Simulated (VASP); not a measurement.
# In2SiH2 (P6/mmm) in VASP: single point with PBE

Aim: the single point of In2SiH2 with PBE.

Program: VASP 6.6.1. These are calculated values, not measurements. Logs are shortened: lines on timing, memory, paths and dates and some standing lists are left out, and cuts for length are marked.

### 1 The cell of the first run

The structure is hexagonal, space group P6/mmm (No. 191). Conventional cell: a = 5.647 Å, b = 5.647 Å, c = 6.473 Å, α = 90.00°, β = 90.00°, γ = 120.00°. In (site symmetry 6mm) has 1 H at 1.85 Å within 2.5 Å. In (site symmetry -6m2) has 2 Si at 3.24 Å and 9 In at 3.26 to 3.54 Å and 6 H at 3.62 Å within 4.3 Å. Si (site symmetry -6m2) has 3 H at 1.63 Å within 2.2 Å. Within 2.5 Å of H (site symmetry 6/mmm) lie 2 In at 1.85 Å. Within 2.2 Å of H (site symmetry mmm) lie 2 Si at 1.63 Å.

The cell was generated, and may not be a known phase.

### 2 Single point, PBE

File INCAR:

```
PREC = Accurate
ENCUT = 520
EDIFF = 1E-6
ISMEAR = 0
SIGMA = 0.15
LREAL = False
LASPH = True
NELM = 80
ALGO = Normal
ISIF = 2
LWAVE = False
LCHARG = False
GGA = PE
NBANDS = 43
```

File KPOINTS:

```
regular mesh
0
Gamma
  3 3 2
```

File POSCAR:

```
In2SiH2
1.0
    5.6466352139      0.0000000000      0.0000000000
   -2.8233176069      4.8901295411      0.0000000000
    0.0000000000      0.0000000000      6.4734831546
In Si H
4 2 4
Direct
    0.0000000000      0.0000000000      0.2146796887
    0.0000000000      0.0000000000      0.7853203113
    0.3333333333      0.6666666667      0.0000000000
    0.6666666667      0.3333333333      0.0000000000
    0.3333333333      0.6666666667      0.5000000000
    0.6666666667      0.3333333333      0.5000000000
    0.0000000000      0.0000000000      0.5000000000
    0.5000000000      0.0000000000      0.5000000000
    0.0000000000      0.5000000000      0.5000000000
    0.5000000000      0.5000000000      0.5000000000
```

Potentials or basis: VASP PAW PBE potentials, release 64 (In_d, Si, H).

Launch:

```bash
cat potpaw_PBE.64/In_d/POTCAR potpaw_PBE.64/Si/POTCAR potpaw_PBE.64/H/POTCAR > POTCAR
mpirun -np 1 vasp_std > vasp.out
```

OUTCAR:

```text
PREC = Accurate
   ENCUT = 520
   EDIFF = 1E-6
   ISMEAR = 0
   LREAL = False
   LASPH = True
   NELM = 80
   ISIF = 2
   GGA = PE

 ion  position               nearest neighbor table
   1  0.000  0.000  0.215-   7 1.85   2 2.78   4 3.54   3 3.54   3 3.54   4 3.54   4 3.54   3 3.54
                             2 3.69
   2  0.000  0.000  0.785-   7 1.85   1 2.78   4 3.54   3 3.54   3 3.54   4 3.54   4 3.54   3 3.54
                             1 3.69
   3  0.333  0.667  0.000-   5 3.24   5 3.24   4 3.26   4 3.26   4 3.26   1 3.54   2 3.54   2 3.54
                             1 3.54   2 3.54   1 3.54
   4  0.667  0.333  0.000-   6 3.24   6 3.24   3 3.26   3 3.26   3 3.26   1 3.54   2 3.54   1 3.54
                             2 3.54   1 3.54   2 3.54
   5  0.333  0.667  0.500-   8 1.63   9 1.63  10 1.63   3 3.24   3 3.24
   6  0.667  0.333  0.500-   8 1.63   9 1.63  10 1.63   4 3.24   4 3.24
   7  0.000  0.000  0.500-   1 1.85   2 1.85
   8  0.500  0.000  0.500-   5 1.63   6 1.63
   9  0.000  0.500  0.500-   5 1.63   6 1.63
  10  0.500  0.500  0.500-   5 1.63   6 1.63

  LATTYP: Found a hexagonal cell.
 ALAT       =     5.6466352139
 C/A-ratio  =     1.1464319740

  Lattice vectors:

 A1 = (   5.6466352139,   0.0000000000,   0.0000000000)
 A2 = (  -2.8233176069,   4.8901295411,   0.0000000000)
 A3 = (   0.0000000000,   0.0000000000,   6.4734831546)

Analysis of symmetry for initial positions (statically):
=====================================================================
 Subroutine PRICEL returns:
 Original cell was already a primitive cell.

 Routine SETGRP: Setting up the symmetry group for a
 hexagonal supercell.

 Subroutine GETGRP returns: Found 24 space group operations
 (whereof 24 operations were pure point group operations)
 out of a pool of 24 trial point group operations.

The static configuration has the point symmetry D_6h.

Analysis of symmetry for dynamics (positions and initial velocities):
=====================================================================
 Subroutine PRICEL returns:
 Original cell was already a primitive cell.

 Routine SETGRP: Setting up the symmetry group for a
 hexagonal supercell.

 Subroutine GETGRP returns: Found 24 space group operations
 (whereof 24 operations were pure point group operations)
 out of a pool of 24 trial point group operations.

The dynamic configuration has the point symmetry D_6h.

 Subroutine INISYM returns: Found 24 space group operations
 (whereof 24 operations are pure point group operations),
 and found     1 'primitive' translations

----------------------------------------------------------------------------------------

                                     Primitive cell

  volume of cell :     178.7509

  direct lattice vectors                    reciprocal lattice vectors
     5.646635214  0.000000000  0.000000000     0.177096618  0.102246780  0.000000000
    -2.823317607  4.890129541  0.000000000     0.000000000  0.204493560  0.000000000
     0.000000000  0.000000000  6.473483155     0.000000000  0.000000000  0.154476342

  length of vectors
     5.646635214  5.646635214  6.473483155     0.204493560  0.204493560  0.154476342

  position of ions in fractional coordinates (direct lattice)
     0.000000000  0.000000000  0.214679689
     0.000000000  0.000000000  0.785320311
     0.333333333  0.666666667  0.000000000
     0.666666667  0.333333333  0.000000000
     0.333333333  0.666666667  0.500000000
     0.666666667  0.333333333  0.500000000
     0.000000000  0.000000000  0.500000000
     0.500000000  0.000000000  0.500000000
     0.000000000  0.500000000  0.500000000
     0.500000000  0.500000000  0.500000000

  ion indices of the primitive-cell ions
   primitive index   ion index
                 1           1
                 2           2
                 3           3
                 4           4
                 5           5
                 6           6
                 7           7
                 8           8
                 9           9
                10          10

----------------------------------------------------------------------------------------

 KPOINTS: regular mesh

Automatic generation of k-mesh.
 Grid dimensions read from file:
 generate k-points for:    3    3    2

 Generating k-lattice:

  Cartesian coordinates                     Fractional coordinates (reciprocal lattice)
     0.059032206  0.034082260  0.000000000     0.333333333  0.000000000  0.000000000
     0.000000000  0.068164520  0.000000000     0.000000000  0.333333333  0.000000000
     0.000000000  0.000000000  0.077238171     0.000000000  0.000000000  0.500000000

  Length of vectors
     0.068164520  0.068164520  0.077238171

  Shift w.r.t. Gamma in fractional coordinates (k-lattice)
     0.000000000  0.000000000  0.000000000

 Subroutine IBZKPT returns following result:
 ===========================================

 Found      6 irreducible k-points:

 Following reciprocal coordinates:
            Coordinates               Weight
  0.000000  0.000000  0.000000      1.000000
  0.333333  0.000000  0.000000      6.000000
  0.333333  0.333333  0.000000      2.000000
  0.000000  0.000000  0.500000      1.000000
  0.333333  0.000000  0.500000      6.000000
  0.333333  0.333333  0.500000      2.000000
   k-points           NKPTS =      6   k-points in BZ     NKDIM =      6   number of bands    NBANDS=     43
   number of dos      NEDOS =    301   number of ions     NIONS =     10
   total plane-waves  NPLWV =  84672
   dimension x,y,z NGX =    42 NGY =   42 NGZ =   48
   dimension x,y,z NGXF=    84 NGYF=   84 NGZF=   96
   ions per type =               4   2   4
   NGX,Y,Z   is equivalent  to a cutoff of  12.37, 12.37, 12.33 a.u.
   NGXF,Y,Z  is equivalent  to a cutoff of  24.73, 24.73, 24.65 a.u.
 SYSTEM =  unknown system
   PREC   = accura    normal or accurate (medium, high low for compatibility)
   ISTART =      0    job   : 0-new  1-cont  2-samecut
   ICHARG =      2    charge: 1-file 2-atom 10-const
   ISPIN  =      1    spin polarized calculation?
   LNONCOLLINEAR =      F non collinear calculations
   LSORBIT =      F    spin-orbit coupling
   LASPH  =      T    aspherical Exc in radial PAW
   ENCUT  =  520.0 eV  38.22 Ry    6.18 a.u.  10.50 10.50 12.04*2*pi/ulx,y,z
   NELM   =     80;   NELMIN=  2; NELMDL= -5     # of ELM steps
   EDIFF  = 0.1E-05   stopping-criterion for ELM
   LREAL  =      F    real-space projection
   EDIFFG = 0.1E-04   stopping-criterion for IOM
   NSW    =      0    number of steps for IOM
   IBRION =     -1    ionic relax: 0-MD 1-quasi-New 2-CG
   NFREE  =      0    steps in history (QN), initial steepest desc. (CG)
   ISIF   =      2    stress and relaxation
   ISYM   =      2    0-nonsym 1-usesym 2-fastsym
   POTIM  = 0.5000    time-step for ionic-motion
   TEBEG  =    0.0;   TEEND  =   0.0 temperature during run
   PSTRESS=    0.0 pullay stress
   NELECT =      64.0000    total number of electrons
   NUPDOWN=      -1.0000    fix difference up-down
   EMIN   =  10.00;   EMAX   =-10.00  energy-range for DOS
   EFERMI =   0.00;   METHOD = LEGACY
   ISMEAR =     0;   SIGMA  =   0.15  broadening in eV -4-tet -1-fermi 0-gaus
   EFERMI_NEDOS =   21; number of points for ismear=-14 and -15
   IALGO  =     38    algorithm
   IMIX   =      4    mixing-type and parameters
     AMIX     =   0.40;   BMIX     =  1.00
     AMIX_MAG =   1.60;   BMIX_MAG =  1.00
  volume/ion in A,a.u.               =      17.88       120.63
  Fermi-wavevector in a.u.,A,eV,Ry     =   1.162480  2.196768 18.386362  1.351359
  Thomas-Fermi vector in A             =   2.299040
   LORBIT       =      0    0 simple, 1 ext, 2 COOP (PROOUT), +10 PAW based schemes
   GGA     = PE    functional components
   LHFCALC =     F    Hartree Fock is set to
   AEXX    =    0.0000 exact exchange contribution
   IVDW    =     0    specifies the selected vdW correction
   LEPSILON=     F    determine dielectric tensor
   LRPA    =     F    only Hartree local field effects (RPA)
 non-spin polarized calculation
 Gauss-broadening in eV      SIGMA  =   0.15
  energy-cutoff  :      520.00
  volume of cell :      178.75
 maximum number of plane-waves:      4872
 NGX is ok and might be reduce to    42
   NGX = 21   NGY = 21   NGZ = 25

 number of electron      63.9999996 magnetization

 Free energy of the ion-electron system (eV)
  ---------------------------------------------------
  ext. energy  EPLUGINS =         0.00000000
  ---------------------------------------------------
  free energy    TOTEN  =       -29.72123196 eV

  energy without entropy =      -29.65065639  energy(sigma->0) =      -29.68594418

 E-fermi :   5.7716     XC(G=0):  -9.4929

 val. band max:        5.6383906159   @ k =   0.0000   0.0000   0.0000
 cond. band min:       5.7755613865   @ k =   0.3333   0.0000   0.5000
 fundamental gap:      0.1371707706
 Fermi energy:         5.7716000166

 k-point     1 :       0.0000    0.0000    0.0000
  band No.  band energies     occupation
      1      -9.8917      2.00000
      2      -9.4732      2.00000
      3      -9.4732      2.00000
      4      -9.3251      2.00000
      5      -9.3251      2.00000
      6      -9.3007      2.00000
[... 35 lines left out ...]
     42      10.0818      0.00000
     43      10.3479      0.00000

 k-point     2 :       0.3333    0.0000    0.0000
  band No.  band energies     occupation
      1      -9.8910      2.00000
      2      -9.4740      2.00000
      3      -9.4698      2.00000
      4      -9.3347      2.00000
      5      -9.3297      2.00000
      6      -9.2912      2.00000
[... 35 lines left out ...]
     42      10.9290      0.00000
     43      10.9995      0.00000

 k-point     3 :       0.3333    0.3333    0.0000
  band No.  band energies     occupation
      1      -9.8906      2.00000
      2      -9.4677      2.00000
      3      -9.4677      2.00000
      4      -9.3381      2.00000
      5      -9.3381      2.00000
      6      -9.2838      2.00000
[... 35 lines left out ...]
     42      10.8187      0.00000
     43      11.6772      0.00000

 k-point     4 :       0.0000    0.0000    0.5000
  band No.  band energies     occupation
      1      -9.6785      2.00000
      2      -9.4469      2.00000
      3      -9.4469      2.00000
      4      -9.3211      2.00000
      5      -9.3211      2.00000
      6      -9.3163      2.00000
[... 35 lines left out ...]
     42      10.0222      0.00000
     43      11.9096      0.00000

 k-point     5 :       0.3333    0.0000    0.5000
  band No.  band energies     occupation
      1      -9.6773      2.00000
      2      -9.4445      2.00000
      3      -9.4428      2.00000
      4      -9.3303      2.00000
      5      -9.3266      2.00000
      6      -9.3202      2.00000
[... 35 lines left out ...]
     42       9.7309      0.00000
     43      11.0210      0.00000

 k-point     6 :       0.3333    0.3333    0.5000
  band No.  band energies     occupation
      1      -9.6767      2.00000
      2      -9.4381      2.00000
      3      -9.4381      2.00000
      4      -9.3345      2.00000
      5      -9.3345      2.00000
      6      -9.3228      2.00000
[... 35 lines left out ...]
     42       9.8310      0.00000
     43      11.7364      0.00000

------------------------ aborting loop because EDIFF is reached ----------------------------------------

  FORCE on cell =-STRESS in cart. coord.  units (eV):
  Direction    XX          YY          ZZ          XY          YZ          ZX
  --------------------------------------------------------------------------------------
  -------------------------------------------------------------------------------------
  Total        0.6879046      0.6879046      0.1100470      0.0000000      0.0000000     -0.0000000
  in kB        6.1658176      6.1658176      0.9863716      0.0000000      0.0000000     -0.0000000
  external PRESSURE =       4.4393356 kB  Pullay stress =       0.0000000 kB

 VOLUME and BASIS-vectors are now :
 -----------------------------------------------------------------------------
  energy-cutoff  :      520.00
  volume of cell :      178.75
      direct lattice vectors                 reciprocal lattice vectors
     5.646635214  0.000000000  0.000000000     0.177096618  0.102246780  0.000000000
    -2.823317607  4.890129541  0.000000000     0.000000000  0.204493560  0.000000000
     0.000000000  0.000000000  6.473483155     0.000000000  0.000000000  0.154476342

 POSITION                                       TOTAL-FORCE (eV/Angst)
 -----------------------------------------------------------------------------------
      0.00000      0.00000      1.38973        -0.000000     -0.000000     -0.033372
      0.00000      0.00000      5.08376        -0.000000     -0.000000      0.033372
     -0.00000      3.26009      0.00000        -0.000000     -0.000000     -0.000000
      2.82332      1.63004      0.00000         0.000000      0.000000      0.000000
     -0.00000      3.26009      3.23674        -0.000000      0.000000      0.000000
      2.82332      1.63004      3.23674         0.000000     -0.000000      0.000000
      0.00000      0.00000      3.23674        -0.000000     -0.000000      0.000000
      2.82332      0.00000      3.23674        -0.000000     -0.000000      0.000000
     -1.41166      2.44506      3.23674        -0.000000     -0.000000      0.000000
      1.41166      2.44506      3.23674        -0.000000     -0.000000      0.000000
 -----------------------------------------------------------------------------------
    total drift:                               -0.000000      0.000000      0.000000

  FREE ENERGIE OF THE ION-ELECTRON SYSTEM (eV)
  ---------------------------------------------------
  free  energy   TOTEN  =       -29.7212319591 eV

  energy  without entropy=      -29.6506563911  energy(sigma->0) =      -29.68594418
```

It took 44 s on 1 thread of AMD EPYC 7R13 (Zen 3), shared host; peak memory 0.24 GiB.

Results:

```
Free energy            : -29.7212 eV
Pressure               : 0.4 GPa
Largest force          : 0.033 eV/Å
Band gap on the k mesh : zero (bands 32 and 33 overlap by 1.09 eV)
```

Forces on the atoms (eV/Å):
```
In   0.000  0.000 -0.033
In   0.000  0.000  0.033
In   0.000  0.000  0.000
In   0.000  0.000  0.000
Si   0.000  0.000  0.000
Si   0.000  0.000  0.000
H    0.000  0.000  0.000
H    0.000  0.000  0.000
H    0.000  0.000  0.000
H    0.000  0.000  0.000
```

Caveat: the k points lie up to 0.49 Å⁻¹ apart, too coarse for converged energies and pressures of a metal; spin-orbit coupling is left out, which moves the levels of the heavy elements.

The gap in the log of VASP goes by the Fermi energy; the results here count the filled bands.